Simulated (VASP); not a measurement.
# Se (P6_3/mmc) in VASP: notebook

The runs below take Se through single point, with r2SCAN.

Everything below comes from runs of VASP 6.6.1. Logs are shortened: lines on timing, memory, paths and dates and some standing lists are left out, and cuts for length are marked.

## 1. The cell of the first run

The structure is hexagonal, space group P6_3/mmc (No. 194). The conventional cell has a = 3.694 Å, b = 3.694 Å, c = 3.880 Å, α = 90.00°, β = 90.00°, γ = 120.00°. Within 3.9 Å of Se (site symmetry -6m2) lie 14 Se at 2.88 to 3.88 Å.

This isn't the form of Se at room conditions, which is trigonal, of chains.

## 2. Single point, r2SCAN (22.93 Å³/atom)

File POSCAR:

```
Se
1.0
    3.6944851942      0.0000000000      0.0000000000
   -1.8472425971      3.1995180321      0.0000000000
    0.0000000000      0.0000000000      3.8800225326
Se
2
Direct
    0.3333333333      0.6666666667      0.2500000000
    0.6666666667      0.3333333333      0.7500000000
```

File INCAR.step1:

```
SYSTEM = Se
PREC = Accurate
ENCUT = 520
ISMEAR = -1
SIGMA = 0.1
LREAL = .FALSE.
LASPH = .TRUE.
NELM = 80
NBANDS = 13
GGA = PE
ALGO = Normal
EDIFF = 1E-4
LWAVE = .TRUE.
LCHARG = .FALSE.
```

File INCAR.step2:

```
SYSTEM = Se
PREC = Accurate
ENCUT = 520
EDIFF = 1E-6
ISMEAR = -1
SIGMA = 0.1
LREAL = .FALSE.
LASPH = .TRUE.
NELM = 80
ALGO = Normal
ISIF = 2
LWAVE = .FALSE.
LCHARG = .TRUE.
METAGGA = R2SCAN
LMIXTAU = .TRUE.
LELF = .TRUE.
LVHAR = .TRUE.
NBANDS = 13
ISTART = 1
```

File KPOINTS:

```
regular mesh
0
G
  11 11 9
  0 0 0
```

Potentials or basis: VASP PAW PBE potentials, release 64 (Se).

The run is started by

```
> cat potpaw_PBE.64/Se/POTCAR > POTCAR
> cp INCAR.step1 INCAR
> mpirun -np 1 vasp_std > vasp.out
> cp INCAR.step2 INCAR
> mpirun -np 1 vasp_std > vasp.out
```

OUTCAR:

```text
SYSTEM = Se
   PREC = Accurate
   ENCUT = 520
   EDIFF = 1E-6
   ISMEAR = -1
   LREAL = .FALSE.
   LASPH = .TRUE.
   NELM = 80
   ISIF = 2
   METAGGA = R2SCAN
   ISTART = 1

 ion  position               nearest neighbor table
   1  0.333  0.667  0.250-
   2  0.667  0.333  0.750-

  LATTYP: Found a hexagonal cell.
 ALAT       =     3.6944851942
 C/A-ratio  =     1.0502200790

  Lattice vectors:

 A1 = (   3.6944851942,   0.0000000000,   0.0000000000)
 A2 = (  -1.8472425971,   3.1995180321,   0.0000000000)
 A3 = (   0.0000000000,   0.0000000000,   3.8800225326)

Analysis of symmetry for initial positions (statically):
=====================================================================
 Subroutine PRICEL returns:
 Original cell was already a primitive cell.

 Routine SETGRP: Setting up the symmetry group for a
 hexagonal supercell.

 Subroutine GETGRP returns: Found 24 space group operations
 (whereof 12 operations were pure point group operations)
 out of a pool of 24 trial point group operations.

The static configuration has the point symmetry D_3d.
 The point group associated with its full space group is D_6h.

Analysis of symmetry for dynamics (positions and initial velocities):
=====================================================================
 Subroutine PRICEL returns:
 Original cell was already a primitive cell.

 Routine SETGRP: Setting up the symmetry group for a
 hexagonal supercell.

 Subroutine GETGRP returns: Found 24 space group operations
 (whereof 12 operations were pure point group operations)
 out of a pool of 24 trial point group operations.

The dynamic configuration has the point symmetry D_3d.
 The point group associated with its full space group is D_6h.

 Subroutine INISYM returns: Found 24 space group operations
 (whereof 12 operations are pure point group operations),
 and found     1 'primitive' translations

----------------------------------------------------------------------------------------

                                     Primitive cell

  volume of cell :      45.8641

  direct lattice vectors                    reciprocal lattice vectors
     3.694485194  0.000000000  0.000000000     0.270673706  0.156273537  0.000000000
    -1.847242597  3.199518032  0.000000000     0.000000000  0.312547074  0.000000000
[... 92 lines left out ...]
   ISYM   =      2    0-nonsym 1-usesym 2-fastsym
   POTIM  = 0.5000    time-step for ionic-motion
   TEBEG  =    0.0;   TEEND  =   0.0 temperature during run
   PSTRESS=    0.0 pullay stress
   NELECT =      12.0000    total number of electrons
   NUPDOWN=      -1.0000    fix difference up-down
   EMIN   =  10.00;   EMAX   =-10.00  energy-range for DOS
   EFERMI =   0.00;   METHOD = LEGACY
   ISMEAR =    -1;   SIGMA  =   0.10  broadening in eV -4-tet -1-fermi 0-gaus
   EFERMI_NEDOS =   21; number of points for ismear=-14 and -15
   IALGO  =     38    algorithm
   IMIX   =      4    mixing-type and parameters
     AMIX     =   0.40;   BMIX     =  1.00
     AMIX_MAG =   1.60;   BMIX_MAG =  1.00
  volume/ion in A,a.u.               =      22.93       154.75
  Fermi-wavevector in a.u.,A,eV,Ry     =   1.047075  1.978684 14.916957  1.096365
  Thomas-Fermi vector in A             =   2.181940
   LORBIT       =      0    0 simple, 1 ext, 2 COOP (PROOUT), +10 PAW based schemes
   METAGGA = R2SCAN    functional components
   LHFCALC =     F    Hartree Fock is set to
   AEXX    =    0.0000 exact exchange contribution
   IVDW    =     0    specifies the selected vdW correction
   LEPSILON=     F    determine dielectric tensor
   LRPA    =     F    only Hartree local field effects (RPA)
 non-spin polarized calculation
  energy-cutoff  :      520.00
  volume of cell :       45.86
 maximum number of plane-waves:      1251
 NGX is ok and might be reduce to    28
   NGX = 13   NGY = 13   NGZ = 15

 number of electron      12.0000001 magnetization

 Free energy of the ion-electron system (eV)
  ---------------------------------------------------
  ext. energy  EPLUGINS =         0.00000000
  ---------------------------------------------------
  free energy    TOTEN  =       -27.70361618 eV

  energy without entropy =      -27.66231441  energy(sigma->0) =      -27.68296530

 E-fermi :   4.1366     XC(G=0): -10.3883

 val. band max:        4.1059321174   @ k =   0.2727   0.1818   0.0000
 cond. band min:       4.1694936064   @ k =   0.0909  -0.0000   0.2222
 fundamental gap:      0.0635614891
 Fermi energy:         4.1365754419

 k-point     1 :       0.0000    0.0000    0.0000
  band No.  band energies     occupation
      1     -12.2335      2.00000
      2      -6.4426      2.00000
      3      -0.7336      2.00000
      4       1.7774      2.00000
      5       1.7774      2.00000
      6       4.9819      0.00043
      7       4.9819      0.00043
      8       7.5579      0.00000
      9       9.0966      0.00000
     10      12.0944      0.00000
     11      14.8042      0.00000
     12      14.8042      0.00000
     13      16.3908      0.00000
[... 354 lines left out ...]
  band No.  band energies     occupation
      1     -11.5163      2.00000
      2      -7.3197      2.00000
      3      -0.5621      2.00000
      4       0.6647      2.00000
      5       1.7397      2.00000
      6       3.6966      1.97575
      7       5.4899      0.00000
      8       6.1050      0.00000
      9      10.8514      0.00000
     10      12.1989      0.00000
     11      14.0397      0.00000
     12      15.6723      0.00000
     13      16.4443      0.00000

 [... further k-points ...]

------------------------ aborting loop because EDIFF is reached ----------------------------------------

  FORCE on cell =-STRESS in cart. coord.  units (eV):
  Direction    XX          YY          ZZ          XY          YZ          ZX
  --------------------------------------------------------------------------------------
  -------------------------------------------------------------------------------------
  Total       -0.6078008     -0.6078008     -1.1616316      0.0000000     -0.0000000      0.0000000
  in kB      -21.2324010    -21.2324010    -40.5794581      0.0000000     -0.0000000      0.0000000
  external PRESSURE =     -27.6814201 kB  Pullay stress =       0.0000000 kB

 VOLUME and BASIS-vectors are now :
 -----------------------------------------------------------------------------
  energy-cutoff  :      520.00
  volume of cell :       45.86
      direct lattice vectors                 reciprocal lattice vectors
     3.694485194  0.000000000  0.000000000     0.270673706  0.156273537  0.000000000
    -1.847242597  3.199518032  0.000000000     0.000000000  0.312547074  0.000000000
     0.000000000  0.000000000  3.880022533     0.000000000  0.000000000  0.257730462

 POSITION                                       TOTAL-FORCE (eV/Angst)
 -----------------------------------------------------------------------------------
     -0.00000      2.13301      0.97001         0.000000     -0.000000      0.000000
      1.84724      1.06651      2.91002        -0.000000      0.000000      0.000000
 -----------------------------------------------------------------------------------
    total drift:                                0.000000     -0.000000      0.000000

  FREE ENERGIE OF THE ION-ELECTRON SYSTEM (eV)
  ---------------------------------------------------
  free  energy   TOTEN  =       -27.7036161825 eV

  energy  without entropy=      -27.6623144120  energy(sigma->0) =      -27.68296530
```

Run time: 1.8 min. Hardware: 1 thread of Intel Xeon 6975P-C (Granite Rapids), shared host; peak memory 0.18 GiB.

Results:

- Free energy: -27.7036 eV
- Pressure: -2.8 GPa
- Band gap on the k mesh: zero (bands 6 and 7 overlap by 2.06 eV)

Levels at points of the mesh, in eV from the Fermi level:
| k point | band 3 | band 4 | band 5 | band 6 | band 7 | band 8 | band 9 | band 10 |
| --- | --- | --- | --- | --- | --- | --- | --- | --- |
| (0.00, 0.00, 0.00) | -4.87 | -2.36 | -2.36 | 0.85 | 0.85 | 3.42 | 4.96 | 7.96 |

Caveat: the PAW data sets were made with another functional, which shifts forces and pressure a little.

## 3. Single point, r2SCAN (23.81 Å³/atom)

This run uses another cell than the first one, of 23.81 Å³/atom.

File POSCAR:

```
Se
1.0
    3.7412557947      0.0000000000      0.0000000000
   -1.8706278974      3.2400225602      0.0000000000
    0.0000000000      0.0000000000      3.9291419563
Se
2
Direct
    0.3333333333      0.6666666667      0.2500000000
    0.6666666667      0.3333333333      0.7500000000
```

File INCAR.step1:

```
SYSTEM = Se
  ALGO = Normal
  EDIFF = 1E-4
  ENCUT = 520
  GGA = PE
  ISMEAR = -1
  LASPH = .TRUE.
  LCHARG = .FALSE.
  LREAL = .FALSE.
  LWAVE = .TRUE.
  NBANDS = 13
  NELM = 60
  PREC = Accurate
  SIGMA = 0.1
```

File INCAR.step2:

```
SYSTEM = Se
  ALGO = Normal
  EDIFF = 1E-7
  ENCUT = 520
  ISIF = 2
  ISMEAR = -1
  ISTART = 1
  LASPH = .TRUE.
  LCHARG = .TRUE.
  LELF = .TRUE.
  LMIXTAU = .TRUE.
  LREAL = .FALSE.
  LVHAR = .TRUE.
  LWAVE = .FALSE.
  METAGGA = R2SCAN
  NBANDS = 13
  NELM = 60
  PREC = Accurate
  SIGMA = 0.1
```

File KPOINTS:

```
k-points
0
G
  11 11 9
  0 0 0
```

Potentials or basis: VASP PAW PBE potentials, release 64 (Se).

The run is started by

```
> cat potpaw_PBE.64/Se/POTCAR > POTCAR
> cp INCAR.step1 INCAR
> mpirun -np 1 vasp_std > vasp.out
> cp INCAR.step2 INCAR
> mpirun -np 1 vasp_std > vasp.out
```

OUTCAR:

```text
SYSTEM = Se
   EDIFF = 1E-7
   ENCUT = 520
   ISIF = 2
   ISMEAR = -1
   ISTART = 1
   LASPH = .TRUE.
   LREAL = .FALSE.
   METAGGA = R2SCAN
   NELM = 60
   PREC = Accurate

 ion  position               nearest neighbor table
   1  0.333  0.667  0.250-
   2  0.667  0.333  0.750-

  LATTYP: Found a hexagonal cell.
 ALAT       =     3.7412557947
 C/A-ratio  =     1.0502200790

  Lattice vectors:

[... 569 lines left out ...]
     13      15.8798      0.00000

 [... further k-points ...]

------------------------ aborting loop because EDIFF is reached ----------------------------------------

  FORCE on cell =-STRESS in cart. coord.  units (eV):
  Direction    XX          YY          ZZ          XY          YZ          ZX
  --------------------------------------------------------------------------------------
  -------------------------------------------------------------------------------------
  Total       -1.1391992     -1.1391992     -2.0190310      0.0000000     -0.0000000      0.0000000
  in kB      -38.3219049    -38.3219049    -67.9188631      0.0000000     -0.0000000      0.0000000
  external PRESSURE =     -48.1875577 kB  Pullay stress =       0.0000000 kB

 VOLUME and BASIS-vectors are now :
 -----------------------------------------------------------------------------
  energy-cutoff  :      520.00
  volume of cell :       47.63
      direct lattice vectors                 reciprocal lattice vectors
     3.741255795  0.000000000  0.000000000     0.267289930  0.154319913  0.000000000
    -1.870627897  3.240022560  0.000000000     0.000000000  0.308639826  0.000000000
     0.000000000  0.000000000  3.929141956     0.000000000  0.000000000  0.254508493

 POSITION                                       TOTAL-FORCE (eV/Angst)
 -----------------------------------------------------------------------------------
     -0.00000      2.16002      0.98229         0.000000     -0.000000      0.000000
      1.87063      1.08001      2.94686        -0.000000      0.000000      0.000000
 -----------------------------------------------------------------------------------
    total drift:                               -0.000000      0.000000      0.000000

  FREE ENERGIE OF THE ION-ELECTRON SYSTEM (eV)
  ---------------------------------------------------
  free  energy   TOTEN  =       -27.6615934684 eV

  energy  without entropy=      -27.6185160273  energy(sigma->0) =      -27.64005475
```

OUTCAR.step1:

```text
SYSTEM = Se
   EDIFF = 1E-4
   ENCUT = 520
   GGA = PE
   ISMEAR = -1
   LASPH = .TRUE.
   LREAL = .FALSE.
[... 607 lines left out ...]
     -0.00000      2.16002      0.98229         0.000000      0.000000      0.000000
      1.87063      1.08001      2.94686        -0.000000     -0.000000      0.000000
 -----------------------------------------------------------------------------------
    total drift:                               -0.000000      0.000000      0.000000

  FREE ENERGIE OF THE ION-ELECTRON SYSTEM (eV)
  ---------------------------------------------------
  free  energy   TOTEN  =        -6.2598455052 eV

  energy  without entropy=       -6.2157642197  energy(sigma->0) =       -6.23780486
```

It took 88 s on 1 thread of Intel Xeon 6975P-C (Granite Rapids), shared host; peak memory 0.18 GiB.

What came out:

```yaml
Free_energy: -27.6616 eV
Pressure: -4.8 GPa
Band_gap_on_the_k_mesh: zero (bands 6 and 7 overlap by 2.03 eV)
```

Stress tensor (GPa, compression positive):
```
-3.83  0.00  0.00
 0.00 -3.83  0.00
 0.00  0.00 -6.79
```

Caveat: the cell stands under tension; the PAW data sets were made with another functional, which shifts forces and pressure a little.

(Continued in part 2 of 2.)
